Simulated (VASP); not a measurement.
# Ti (Fm-3m) in VASP: notebook, part 2 of 2

VASP 6.6.1. Earlier steps stand in the parts before.

### Step 5. Single point, LDA, collinear spin (13.13 Å³/atom)

INCAR reads:

```
SYSTEM = Ti
PREC = Accurate
ENCUT = 520
EDIFF = 1E-7
ISMEAR = 0
SIGMA = 0.15
LREAL = .FALSE.
LASPH = .TRUE.
NELM = 150
ALGO = Normal
ISIF = 2
LWAVE = .FALSE.
LCHARG = .FALSE.
ISPIN = 2
MAGMOM = 0.625
LORBIT = 11
NUPDOWN = 0.625
LMAXMIX = 4
NBANDS = 16
```

KPOINTS reads:

```
Automatic mesh
0
G
  22 22 22
  0 0 0
```

POSCAR reads:

```
Ti
1.0
    0.0000000000      1.8724558086      1.8724558086
    1.8724558086      0.0000000000      1.8724558086
    1.8724558086      1.8724558086      0.0000000000
Ti
1
Direct
    0.0000000000      0.0000000000      0.0000000000
```

Potentials or basis: VASP PAW LDA potentials, release 64 (Ti_sv).

Command:

```console
$ cat potpaw_LDA.64/Ti_sv/POTCAR > POTCAR
$ mpirun -np 1 vasp_std > vasp.out
```

OUTCAR:

```text
SYSTEM = Ti
   PREC = Accurate
   ENCUT = 520
   EDIFF = 1E-7
   ISMEAR = 0
   LREAL = .FALSE.
   LASPH = .TRUE.
   NELM = 150
   ISIF = 2
   ISPIN = 2
   LORBIT = 11
   NUPDOWN = 0.625

 ion  position               nearest neighbor table
   1  0.000  0.000  0.000-

  LATTYP: Found a face centered cubic cell.
 ALAT       =     3.7449116172

  Lattice vectors:

 A1 = (   0.0000000000,   1.8724558086,   1.8724558086)
 A2 = (   1.8724558086,   0.0000000000,   1.8724558086)
 A3 = (   1.8724558086,   1.8724558086,   0.0000000000)

Analysis of symmetry for initial positions (statically):
=====================================================================
 Subroutine PRICEL returns:
 Original cell was already a primitive cell.

 Routine SETGRP: Setting up the symmetry group for a
 face centered cubic supercell.

 Subroutine GETGRP returns: Found 48 space group operations
 (whereof 48 operations were pure point group operations)
 out of a pool of 48 trial point group operations.

The static configuration has the point symmetry O_h .

Analysis of symmetry for dynamics (positions and initial velocities):
=====================================================================
 Subroutine PRICEL returns:
 Original cell was already a primitive cell.

 Routine SETGRP: Setting up the symmetry group for a
 face centered cubic supercell.

 Subroutine GETGRP returns: Found 48 space group operations
 (whereof 48 operations were pure point group operations)
 out of a pool of 48 trial point group operations.

The dynamic configuration has the point symmetry O_h .

Analysis of structural, dynamic, and magnetic symmetry:
=====================================================================
 Subroutine PRICEL returns:
 Original cell was already a primitive cell.

 Routine SETGRP: Setting up the symmetry group for a
 face centered cubic supercell.

 Subroutine GETGRP returns: Found 48 space group operations
 (whereof 48 operations were pure point group operations)
 out of a pool of 48 trial point group operations.

[... 132 lines left out ...]
  volume of cell :       13.13
 maximum number of plane-waves:       365
   NGX =  9   NGY =  9   NGZ =  9

 number of electron      12.0000006 magnetization       0.6250000

 Free energy of the ion-electron system (eV)
  ---------------------------------------------------
  ext. energy  EPLUGINS =         0.00000000
  ---------------------------------------------------
  free energy    TOTEN  =        -8.15248229 eV

  energy without entropy =       -8.13910001  energy(sigma->0) =       -8.14579115

 E-fermi :  10.9813     XC(G=0): -13.1807

 val. band max:       11.6047389898   @ k =   0.4091   0.1818   0.0909
 cond. band min:      10.9857344039   @ k =  -0.2273   0.2273   0.0000
 fundamental gap:     -0.6190045859
 Fermi energy:        11.6096659971

 spin component 1

 k-point     1 :       0.0000    0.0000    0.0000
  band No.  band energies     occupation
      1     -44.5654      1.00000
      2     -20.2468      1.00000
      3     -20.2468      1.00000
      4     -20.2468      1.00000
      5       4.6087      1.00000
      6      12.0619      0.00001
[... 435 lines left out ...]
      5       7.8696      1.00000
      6      11.7552      0.08500
[... 8 lines left out ...]
     15      38.5535      0.00000
     16      38.6236      0.00000

 [... further k-points ...]

 spin component 2

 k-point     1 :       0.0000    0.0000    0.0000
  band No.  band energies     occupation
      1     -44.1864      1.00000
      2     -19.8699      1.00000
      3     -19.8699      1.00000
      4     -19.8699      1.00000
      5       5.0341      1.00000
      6      12.4875      0.00000
[... 435 lines left out ...]
      5       8.3157      1.00000
      6      12.1349      0.00000
[... 8 lines left out ...]
     15      38.9485      0.00000
     16      39.0204      0.00000

 [... further k-points ...]

------------------------ aborting loop because EDIFF is reached ----------------------------------------

  FORCE on cell =-STRESS in cart. coord.  units (eV):
  Direction    XX          YY          ZZ          XY          YZ          ZX
  --------------------------------------------------------------------------------------
  -------------------------------------------------------------------------------------
  Total        2.9331459      2.9331459      2.9331459      0.0000000      0.0000000     -0.0000000
  in kB      357.9146884    357.9146884    357.9146884      0.0000000      0.0000000     -0.0000000
  external PRESSURE =     357.9146884 kB  Pullay stress =       0.0000000 kB

 VOLUME and BASIS-vectors are now :
 -----------------------------------------------------------------------------
  energy-cutoff  :      520.00
  volume of cell :       13.13
      direct lattice vectors                 reciprocal lattice vectors
     0.000000000  1.872455809  1.872455809    -0.267028999  0.267028999  0.267028999
     1.872455809  0.000000000  1.872455809     0.267028999 -0.267028999  0.267028999
     1.872455809  1.872455809  0.000000000     0.267028999  0.267028999 -0.267028999

 POSITION                                       TOTAL-FORCE (eV/Angst)
 -----------------------------------------------------------------------------------
      0.00000      0.00000      0.00000         0.000000      0.000000      0.000000
 -----------------------------------------------------------------------------------
    total drift:                                0.000000      0.000000      0.000000

  FREE ENERGIE OF THE ION-ELECTRON SYSTEM (eV)
  ---------------------------------------------------
  free  energy   TOTEN  =        -8.1524822890 eV

  energy  without entropy=       -8.1391000120  energy(sigma->0) =       -8.14579115

 total charge

# of ion       s       p       d       tot
------------------------------------------
    1        2.315   6.165   2.221  10.702

 magnetization (x)

# of ion       s       p       d       tot
------------------------------------------
    1        0.009   0.057   0.417   0.482
```

OSZICAR:

```text
N       E                     dE             d eps       ncg     rms          rms(c)
DAV:   1     0.845941438271E+02    0.84594E+02   -0.56449E+03 21488   0.910E+02
DAV:   2    -0.521540986382E+01   -0.89810E+02   -0.85494E+02 23504   0.249E+02
DAV:   3    -0.861334272489E+01   -0.33979E+01   -0.33792E+01 23832   0.490E+01
DAV:   4    -0.866975766395E+01   -0.56415E-01   -0.56398E-01 25360   0.564E+00
DAV:   5    -0.867075894571E+01   -0.10013E-02   -0.10013E-02 24176   0.620E-01    0.113E+01
DAV:   6    -0.811914107155E+01    0.55162E+00   -0.70854E-01 24192   0.125E+01    0.399E+00
DAV:   7    -0.812841845755E+01   -0.92774E-02   -0.10368E-01 27104   0.340E+00    0.176E+00
DAV:   8    -0.814444219459E+01   -0.16024E-01   -0.30947E-02 21384   0.168E+00    0.990E-01
DAV:   9    -0.815215849970E+01   -0.77163E-02   -0.11642E-02 22760   0.845E-01    0.292E-01
DAV:  10    -0.815248342641E+01   -0.32493E-03   -0.70728E-04 24888   0.185E-01    0.628E-02
DAV:  11    -0.815250002726E+01   -0.16601E-04   -0.15371E-04 21904   0.944E-02    0.229E-02
DAV:  12    -0.815248421954E+01    0.15808E-04   -0.19019E-05 25840   0.400E-02    0.112E-02
DAV:  13    -0.815248224839E+01    0.19712E-05   -0.12647E-06 25400   0.103E-02    0.213E-03
DAV:  14    -0.815248228898E+01   -0.40591E-07   -0.21067E-07 25560   0.222E-03
   1 F= -.81524823E+01 E0= -.81457912E+01  d E =-.133823E-01  mag=     0.6250
```

stdout:

```text
POSCAR found type information on POSCAR Ti
 POSCAR found :  1 types and       1 ions
 scaLAPACK will be used
 LDA part: xc-table for (Slater(with rela. corr.)+CA(PZ))
 , standard interpolation
 POSCAR, INCAR and KPOINTS ok, starting setup
 FFT: planning ... GRIDC
 FFT: planning ... GRID_SOFT
 FFT: planning ... GRID
 WAVECAR not read
 entering main loop
```

It took 3.4 min on 1 thread of Intel Xeon Platinum 8259CL at 2.50GHz (Skylake/Cascade Lake), shared host; peak memory 0.2 GiB.

What came out:

```
Free energy                                           : -8.1525 eV
Pressure                                              : 35.8 GPa
Net moment                                            : 0.62 μB per cell
Site moments                                          : Ti +0.48 μB
Valence electrons inside the program's atomic spheres : Ti 10.70
```

Caveat: the cell stands under pressure; the total moment is fixed, so each spin has its own Fermi level.

### Step 6. The runs side by side

| fixed moment (μB) | pressure (GPa) | moment (μB) |
| --- | --- | --- |
| 0.875 | 38.4 | 0.88 |
| 0.125 | 33.2 | 0.12 |
| 0.375 | 34.1 | 0.38 |
| 0.625 | 35.8 | 0.62 |

Alike in all rows: task single point; level LDA; potentials or basis VASP PAW LDA potentials, release 64 (Ti_sv); spin collinear; cell as given; k mesh 22 × 22 × 22; cutoff (eV) 520; smearing gaussian 0.15 eV.

Caveats: the cell stands under pressure; the total moment is fixed, so each spin has its own Fermi level.

Absolute energies hang on the potentials; compare differences alone.
